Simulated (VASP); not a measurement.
# BAs (Pm-3m) in VASP: settings compared

The runs below take BAs through single point, relaxation of cell and atoms, with r2SCANh, B3LYP, PBE0, PBEsol-based global hybrid with 25 % exact exchange.

Everything below comes from runs of VASP 6.6.1. Logs are shortened: lines on timing, memory, paths and dates and some standing lists are left out, and cuts for length are marked.

### Step 1. The cell of the first run

Symmetry: Pm-3m, No. 221, cubic system. Conventional cell: a = 2.934 Å, b = 2.934 Å, c = 2.934 Å, α = 90.00°, β = 90.00°, γ = 90.00°. B (site symmetry m-3m) has 8 As at 2.54 Å and 6 B at 2.93 Å within 3.4 Å. Within 3.4 Å of As (site symmetry m-3m) lie 8 B at 2.54 Å and 6 As at 2.93 Å.

### Step 2. Single point, r2SCANh

The input, POSCAR:

```
BAs
1.0
    2.9343700000      0.0000000000      0.0000000000
    0.0000000000      2.9343700000      0.0000000000
    0.0000000000      0.0000000000      2.9343700000
B As
1 1
Direct
    0.5000000000      0.5000000000      0.5000000000
    0.0000000000      0.0000000000      0.0000000000
```

The input, INCAR.step1:

```
ALGO = Normal ; EDIFF = 1E-5
ENCUT = 520 ; GGA = PE
ISIF = 2 ; ISMEAR = -1
LASPH = T ; LCHARG = F
LREAL = F ; LWAVE = T
NBANDS = 11 ; NELM = 80
PREC = Accurate ; SIGMA = 0.05
```

The input, INCAR.step2:

```
AEXX = 0.1 ; ALGO = Normal
EDIFF = 1E-6 ; ENCUT = 520
ISIF = 2 ; ISMEAR = -1
ISTART = 1 ; LASPH = T
LCHARG = F ; LHFCALC = T
LMIXTAU = T ; LREAL = F
LWAVE = F ; METAGGA = R2SCAN
NBANDS = 11 ; NELM = 80
PREC = Accurate ; PRECFOCK = Normal
SIGMA = 0.05
```

The input, KPOINTS:

```
k-points
0
Gamma
  5 5 5
```

Potentials or basis: VASP PAW PBE potentials, release 64 (B, As).

Started as:

```
$ cat potpaw_PBE.64/B/POTCAR potpaw_PBE.64/As/POTCAR > POTCAR
$ cp INCAR.step1 INCAR
$ mpirun -np 1 vasp_std > vasp.out
$ cp INCAR.step2 INCAR
$ mpirun -np 1 vasp_std > vasp.out
```

OUTCAR:

```text
AEXX = 0.1
   EDIFF = 1E-6
   ENCUT = 520
   ISIF = 2
   ISMEAR = -1
   ISTART = 1
   LASPH = T
   LHFCALC = T
   LREAL = F
   METAGGA = R2SCAN
   NELM = 80
   PREC = Accurate
   PRECFOCK = Normal

 ion  position               nearest neighbor table
   1  0.500  0.500  0.500-   2 2.54   2 2.54   2 2.54   2 2.54   2 2.54   2 2.54   2 2.54   2 2.54

   2  0.000  0.000  0.000-   1 2.54   1 2.54   1 2.54   1 2.54   1 2.54   1 2.54   1 2.54   1 2.54

  LATTYP: Found a simple cubic cell.
 ALAT       =     2.9343700000

  Lattice vectors:

 A1 = (   2.9343700000,   0.0000000000,   0.0000000000)
 A2 = (   0.0000000000,   2.9343700000,   0.0000000000)
 A3 = (   0.0000000000,   0.0000000000,   2.9343700000)

Analysis of symmetry for initial positions (statically):
=====================================================================
 Subroutine PRICEL returns:
 Original cell was already a primitive cell.

 Routine SETGRP: Setting up the symmetry group for a
 simple cubic supercell.

 Subroutine GETGRP returns: Found 48 space group operations
 (whereof 48 operations were pure point group operations)
 out of a pool of 48 trial point group operations.

The static configuration has the point symmetry O_h .

Analysis of symmetry for dynamics (positions and initial velocities):
=====================================================================
 Subroutine PRICEL returns:
 Original cell was already a primitive cell.

 Routine SETGRP: Setting up the symmetry group for a
 simple cubic supercell.

 Subroutine GETGRP returns: Found 48 space group operations
 (whereof 48 operations were pure point group operations)
 out of a pool of 48 trial point group operations.

The dynamic configuration has the point symmetry O_h .

 Subroutine INISYM returns: Found 48 space group operations
 (whereof 48 operations are pure point group operations),
 and found     1 'primitive' translations

----------------------------------------------------------------------------------------

                                     Primitive cell

  volume of cell :      25.2665

  direct lattice vectors                    reciprocal lattice vectors
     2.934370000  0.000000000  0.000000000     0.340788653  0.000000000  0.000000000
     0.000000000  2.934370000  0.000000000     0.000000000  0.340788653  0.000000000
     0.000000000  0.000000000  2.934370000     0.000000000  0.000000000  0.340788653

  length of vectors
     2.934370000  2.934370000  2.934370000     0.340788653  0.340788653  0.340788653

  position of ions in fractional coordinates (direct lattice)
     0.500000000  0.500000000  0.500000000
     0.000000000  0.000000000  0.000000000

  ion indices of the primitive-cell ions
   primitive index   ion index
                 1           1
                 2           2

----------------------------------------------------------------------------------------

 KPOINTS: k-points

Automatic generation of k-mesh.
 Grid dimensions read from file:
 generate k-points for:    5    5    5

 Generating k-lattice:

  Cartesian coordinates                     Fractional coordinates (reciprocal lattice)
     0.068157731  0.000000000  0.000000000     0.200000000  0.000000000  0.000000000
     0.000000000  0.068157731  0.000000000     0.000000000  0.200000000  0.000000000
     0.000000000  0.000000000  0.068157731     0.000000000  0.000000000  0.200000000

  Length of vectors
     0.068157731  0.068157731  0.068157731

  Shift w.r.t. Gamma in fractional coordinates (k-lattice)
     0.000000000  0.000000000  0.000000000

 Subroutine IBZKPT returns following result:
 ===========================================

 Found     10 irreducible k-points:

 Following reciprocal coordinates:
            Coordinates               Weight
  0.000000  0.000000  0.000000      1.000000
  0.200000  0.000000  0.000000      6.000000
  0.400000  0.000000  0.000000      6.000000
  0.200000  0.200000  0.000000     12.000000
  0.400000  0.200000  0.000000     24.000000
  0.400000  0.400000  0.000000     12.000000
  0.200000  0.200000  0.200000      8.000000
  0.400000  0.200000  0.200000     24.000000
  0.400000  0.400000  0.200000     24.000000
  0.400000  0.400000  0.400000      8.000000
   k-points           NKPTS =     10   k-points in BZ     NKDIM =    125   number of bands    NBANDS=     11
   number of dos      NEDOS =    301   number of ions     NIONS =      2
   total plane-waves  NPLWV =  13824
   dimension x,y,z NGX =    24 NGY =   24 NGZ =   24
   dimension x,y,z NGXF=    48 NGYF=   48 NGZF=   48
   ions per type =               1   1
   NGX,Y,Z   is equivalent  to a cutoff of  13.60, 13.60, 13.60 a.u.
   NGXF,Y,Z  is equivalent  to a cutoff of  27.19, 27.19, 27.19 a.u.
 SYSTEM =  unknown system
   PREC   = accura    normal or accurate (medium, high low for compatibility)
   ISTART =      1    job   : 0-new  1-cont  2-samecut
   ICHARG =      0    charge: 1-file 2-atom 10-const
   ISPIN  =      1    spin polarized calculation?
   LNONCOLLINEAR =      F non collinear calculations
   LSORBIT =      F    spin-orbit coupling
   LASPH  =      T    aspherical Exc in radial PAW
   ENCUT  =  520.0 eV  38.22 Ry    6.18 a.u.   5.46  5.46  5.46*2*pi/ulx,y,z
   NELM   =     80;   NELMIN=  2; NELMDL=  0     # of ELM steps
   EDIFF  = 0.1E-05   stopping-criterion for ELM
   LREAL  =      F    real-space projection
   EDIFFG = 0.1E-04   stopping-criterion for IOM
   NSW    =      0    number of steps for IOM
   IBRION =     -1    ionic relax: 0-MD 1-quasi-New 2-CG
   NFREE  =      0    steps in history (QN), initial steepest desc. (CG)
   ISIF   =      2    stress and relaxation
   ISYM   =      3    0-nonsym 1-usesym 2-fastsym
   POTIM  = 0.5000    time-step for ionic-motion
   TEBEG  =    0.0;   TEEND  =   0.0 temperature during run
   PSTRESS=    0.0 pullay stress
   NELECT =       8.0000    total number of electrons
   NUPDOWN=      -1.0000    fix difference up-down
   EMIN   =  10.00;   EMAX   =-10.00  energy-range for DOS
   EFERMI =   0.00;   METHOD = LEGACY
   ISMEAR =    -1;   SIGMA  =   0.05  broadening in eV -4-tet -1-fermi 0-gaus
   EFERMI_NEDOS =   21; number of points for ismear=-14 and -15
   IALGO  =     38    algorithm
   IMIX   =      1    mixing-type and parameters
     AMIX     =   0.40;   BMIX     =  1.00
     AMIX_MAG =   1.60;   BMIX_MAG =  1.00
  volume/ion in A,a.u.               =      12.63        85.25
  Fermi-wavevector in a.u.,A,eV,Ry     =   1.115809  2.108574 16.939665  1.245030
  Thomas-Fermi vector in A             =   2.252417
   LORBIT       =      0    0 simple, 1 ext, 2 COOP (PROOUT), +10 PAW based schemes
   METAGGA = R2SCAN    functional components
   LHFCALC =     T    Hartree Fock is set to
   PRECFOCK=normal    Normal, Fast or Accurate (Low or Medium for compatibility)
   ENCUT4O =  -1.0   cutoff for four orbital integrals eV
   NKREDX  =     1    reduce k-point grid by
   NKREDY  =     1    reduce k-point grid by
   NKREDZ  =     1    reduce k-point grid by
   AEXX    =    0.1000 exact exchange contribution
   HFSCREEN=    0.0000 screening length (either q_TF or 0.3 A-1)
   HFSCREENC=   0.0000 screening length for correlation (either q_TF or 0.3 A-1)
   ENCUTFOCK=  -1.0 apply spherical cutoff to Coloumb kernel
   IVDW    =     0    specifies the selected vdW correction
   LEPSILON=     F    determine dielectric tensor
   LRPA    =     F    only Hartree local field effects (RPA)
 non-spin polarized calculation
  energy-cutoff  :      520.00
  volume of cell :       25.27
 maximum number of plane-waves:       691
 NGX is ok and might be reduce to    24
  NGX = 18; NGY = 18; NGZ = 18

 number of electron       8.0000000 magnetization

 Free energy of the ion-electron system (eV)
  ---------------------------------------------------
  ext. energy  EPLUGINS =         0.00000000
  ---------------------------------------------------
  free energy    TOTEN  =       -18.55640739 eV

  energy without entropy =      -18.55306227  energy(sigma->0) =      -18.55473483

 E-fermi :   7.1933     XC(G=0): -11.1170

 val. band max:        7.0364876512   @ k =   0.4000   0.4000   0.2000
 cond. band min:       7.6749007173   @ k =   0.2000   0.2000   0.0000
 fundamental gap:      0.6384130661
 Fermi energy:         7.1933225552

 k-point     1 :       0.0000    0.0000    0.0000
  band No.  band energies     occupation
      1     -10.3363      2.00000
      2       5.9715      2.00000
      3       5.9715      2.00000
      4       5.9715      2.00000
      5       6.8132      1.99900
      6      13.3893      0.00000
      7      13.3893      0.00000
      8      17.6298      0.00000
      9      17.6298      0.00000
     10      17.6298      0.00000
     11      27.3122      0.00000

 k-point     2 :       0.2000    0.0000    0.0000
  band No.  band energies     occupation
      1      -9.6461      2.00000
      2       1.3680      2.00000
      3       6.7330      1.99980
      4       6.7330      1.99980
      5       8.8668      0.00000
      6      14.0802      0.00000
      7      15.7491      0.00000
      8      15.8913      0.00000
      9      15.8913      0.00000
     10      18.1332      0.00000
     11      25.0574      0.00000

 k-point     3 :       0.4000    0.0000    0.0000
  band No.  band energies     occupation
      1      -7.7388      2.00000
      2      -3.2097      2.00000
      3       9.0973      0.00000
      4       9.0973      0.00000
      5      10.5172      0.00000
      6      12.3600      0.00000
      7      12.3600      0.00000
      8      13.1768      0.00000
      9      16.0500      0.00000
     10      20.2414      0.00000
     11      25.2053      0.00000

 k-point     4 :       0.2000    0.2000    0.0000
  band No.  band energies     occupation
      1      -8.9539      2.00000
      2       1.6582      2.00000
      3       2.6030      2.00000
      4       7.6749      0.00013
      5      10.8369      0.00000
      6      12.2147      0.00000
      7      15.1839      0.00000
      8      16.5272      0.00000
      9      17.2883      0.00000
     10      19.7994      0.00000
     11      23.5745      0.00000

 k-point     5 :       0.4000    0.2000    0.0000
  band No.  band energies     occupation
      1      -7.0403      2.00000
      2      -2.5211      2.00000
      3       4.2121      2.00000
      4       7.9811      0.00000
      5       9.7017      0.00000
      6      12.6685      0.00000
      7      12.7416      0.00000
      8      15.0284      0.00000
      9      19.6195      0.00000
     10      22.0184      0.00000
     11      23.5502      0.00000

 k-point     6 :       0.4000    0.4000    0.0000
  band No.  band energies     occupation
      1      -5.1133      2.00000
      2      -0.7687      2.00000
      3      -0.2089      2.00000
      4       3.3004      2.00000
      5      11.2173      0.00000
      6      12.8342      0.00000
      7      14.3233      0.00000
      8      15.4849      0.00000
      9      20.9321      0.00000
     10      21.0137      0.00000
     11      21.9467      0.00000

 k-point     7 :       0.2000    0.2000    0.2000
  band No.  band energies     occupation
      1      -8.2605      2.00000
      2       1.9487      2.00000
      3       3.3542      2.00000
      4       3.3542      2.00000
      5      11.2728      0.00000
      6      13.7731      0.00000
      7      13.7731      0.00000
      8      14.0092      0.00000
      9      20.1977      0.00000
     10      20.1977      0.00000
     11      24.5466      0.00000

 k-point     8 :       0.4000    0.2000    0.2000
  band No.  band energies     occupation
      1      -6.3435      2.00000
      2      -1.8358      2.00000
      3       4.3906      2.00000
      4       5.5585      2.00000
      5       7.9548      0.00000
      6       9.4255      0.00000
      7      14.3300      0.00000
      8      15.1675      0.00000
      9      21.9592      0.00000
     10      23.1511      0.00000
     11      23.3359      0.00000

 k-point     9 :       0.4000    0.4000    0.2000
  band No.  band energies     occupation
      1      -4.4268      2.00000
      2      -0.1304      2.00000
      3       0.5413      2.00000
      4       3.9121      2.00000
      5       7.0365      1.91676
      6       9.8356      0.00000
      7      11.6370      0.00000
      8      13.5012      0.00000
      9      22.8785      0.00000
     10      24.5271      0.00000
     11      24.7213      0.00000

 k-point    10 :       0.4000    0.4000    0.4000
  band No.  band energies     occupation
      1      -2.5759      2.00000
      2       1.4372      2.00000
      3       2.7457      2.00000
      4       2.7457      2.00000
      5       4.8758      2.00000
      6       6.6392      1.99997
      7       6.6392      1.99997
      8       9.6181      0.00000
      9      26.3927      0.00000
     10      27.4337      0.00000
     11      27.4337      0.00000

------------------------ aborting loop because EDIFF is reached ----------------------------------------

  FORCE on cell =-STRESS in cart. coord.  units (eV):
  Direction    XX          YY          ZZ          XY          YZ          ZX
  --------------------------------------------------------------------------------------
  -------------------------------------------------------------------------------------
  Total       -0.8372502     -0.8372502     -0.8372502     -0.0000000     -0.0000000      0.0000000
  in kB      -53.0910381    -53.0910381    -53.0910381     -0.0000000     -0.0000000      0.0000000
  external PRESSURE =     -53.0910381 kB  Pullay stress =       0.0000000 kB

 VOLUME and BASIS-vectors are now :
 -----------------------------------------------------------------------------
  energy-cutoff  :      520.00
  volume of cell :       25.27
      direct lattice vectors                 reciprocal lattice vectors
     2.934370000  0.000000000  0.000000000     0.340788653  0.000000000  0.000000000
     0.000000000  2.934370000  0.000000000     0.000000000  0.340788653  0.000000000
     0.000000000  0.000000000  2.934370000     0.000000000  0.000000000  0.340788653

 POSITION                                       TOTAL-FORCE (eV/Angst)
 -----------------------------------------------------------------------------------
      1.46718      1.46718      1.46718         0.000000      0.000000      0.000000
      0.00000      0.00000      0.00000         0.000000      0.000000      0.000000
 -----------------------------------------------------------------------------------
    total drift:                                0.000000      0.000000      0.000000

  FREE ENERGIE OF THE ION-ELECTRON SYSTEM (eV)
  ---------------------------------------------------
  free  energy   TOTEN  =       -18.5564073854 eV

  energy  without entropy=      -18.5530622693  energy(sigma->0) =      -18.55473483
```

It took 4.9 min on 1 thread of Intel Xeon 8259CL, shared host; peak memory 0.16 GiB.

What came out:

```
Free energy            : -18.5564 eV
Pressure               : -5.3 GPa
Band gap on the k mesh : zero (bands 4 and 5 overlap by 4.22 eV)
```

Caveat: the k points lie up to 0.43 Å⁻¹ apart, too coarse for converged energies and pressures of a metal; the PAW data sets were made with another functional, which shifts forces and pressure a little.

### Step 3. Single point, B3LYP

This run uses another cell than the first one, of 12.89 Å³/atom.

The input, POSCAR:

```
BAs
1.0
    2.9537856776      0.0000000000      0.0000000000
    0.0000000000      2.9537856776      0.0000000000
    0.0000000000      0.0000000000      2.9537856776
B As
1 1
Direct
    0.5000000000      0.5000000000      0.5000000000
    0.0000000000      0.0000000000      0.0000000000
```

The input, INCAR.step1:

```
SYSTEM = BAs
  PREC = Accurate
  ENCUT = 520
  EDIFF = 1E-5
  ISMEAR = -1
  SIGMA = 0.05
  LREAL = .FALSE.
  LASPH = .TRUE.
  NELM = 100
  ALGO = Normal
  ISIF = 2
  LWAVE = .TRUE.
  LCHARG = .FALSE.
  NBANDS = 11
  GGA = PE
```

The input, INCAR.step2:

```
SYSTEM = BAs
  PREC = Accurate
  ENCUT = 520
  EDIFF = 1E-7
  ISMEAR = -1
  SIGMA = 0.05
  LREAL = .FALSE.
  LASPH = .TRUE.
  NELM = 100
  ALGO = Normal
  ISIF = 2
  LWAVE = .FALSE.
  LCHARG = .FALSE.
  GGA = B3
  LHFCALC = .TRUE.
  AEXX = 0.2
  AGGAX = 0.72
  AGGAC = 0.81
  ALDAC = 0.19
  PRECFOCK = Normal
  NBANDS = 11
  ISTART = 1
```

The input, KPOINTS:

```
Automatic mesh
0
G
  5 5 5
  0 0 0
```

Potentials or basis: VASP PAW PBE potentials, release 64 (B, As).

Started as:

```
$ cat potpaw_PBE.64/B/POTCAR potpaw_PBE.64/As/POTCAR > POTCAR
$ cp INCAR.step1 INCAR
$ mpirun -np 1 vasp_std > vasp.out
$ cp INCAR.step2 INCAR
$ mpirun -np 1 vasp_std > vasp.out
```

OUTCAR:

```text
SYSTEM = BAs
   PREC = Accurate
   ENCUT = 520
   EDIFF = 1E-7
   ISMEAR = -1
   LREAL = .FALSE.
   LASPH = .TRUE.
   NELM = 100
   ISIF = 2
   GGA = B3
   LHFCALC = .TRUE.
   AEXX = 0.2
   PRECFOCK = Normal
   ISTART = 1

 ion  position               nearest neighbor table
   1  0.500  0.500  0.500-
   2  0.000  0.000  0.000-

  LATTYP: Found a simple cubic cell.
 ALAT       =     2.9537856776

  Lattice vectors:

[... 315 lines left out ...]
     10      26.6968      0.00000
     11      26.6968      0.00000

------------------------ aborting loop because EDIFF is reached ----------------------------------------

  FORCE on cell =-STRESS in cart. coord.  units (eV):
  Direction    XX          YY          ZZ          XY          YZ          ZX
  --------------------------------------------------------------------------------------
  -------------------------------------------------------------------------------------
  Total       -0.0104991     -0.0104991     -0.0104991     -0.0000000      0.0000000     -0.0000000
  in kB       -0.6527189     -0.6527189     -0.6527189     -0.0000000      0.0000000     -0.0000000
  external PRESSURE =      -0.6527189 kB  Pullay stress =       0.0000000 kB

 VOLUME and BASIS-vectors are now :
 -----------------------------------------------------------------------------
  energy-cutoff  :      520.00
  volume of cell :       25.77
      direct lattice vectors                 reciprocal lattice vectors
     2.953785678  0.000000000  0.000000000     0.338548598  0.000000000  0.000000000
     0.000000000  2.953785678  0.000000000     0.000000000  0.338548598  0.000000000
     0.000000000  0.000000000  2.953785678     0.000000000  0.000000000  0.338548598

 POSITION                                       TOTAL-FORCE (eV/Angst)
 -----------------------------------------------------------------------------------
      1.47689      1.47689      1.47689         0.000000      0.000000      0.000000
      0.00000      0.00000      0.00000         0.000000      0.000000      0.000000
 -----------------------------------------------------------------------------------
    total drift:                                0.000000     -0.000000      0.000000

  FREE ENERGIE OF THE ION-ELECTRON SYSTEM (eV)
  ---------------------------------------------------
  free  energy   TOTEN  =        -8.4661387023 eV

  energy  without entropy=       -8.4627972149  energy(sigma->0) =       -8.46446796
```

It took 7 min on 1 thread of Intel Xeon 8259CL, shared host; peak memory 0.15 GiB.

Results:

| Property | Result |
| --- | --- |
| Free energy | -8.4661 eV |
| Pressure | -0.1 GPa |
| Band gap on the k mesh | zero (bands 4 and 5 overlap by 4.53 eV) |

Levels at points of the mesh, in eV from the Fermi level:
```tsv
k point	band 1	band 2	band 3	band 4	band 5	band 6	band 7	band 8
(0.00, 0.00, 0.00)	-17.33	-1.27	-1.27	-1.27	-0.82	6.75	6.75	10.11
```

Caveat: the k points lie up to 0.43 Å⁻¹ apart, too coarse for converged energies and pressures of a metal; the PAW data sets were made with another functional, which shifts forces and pressure a little.

(Part 1 of 2 ends here.)
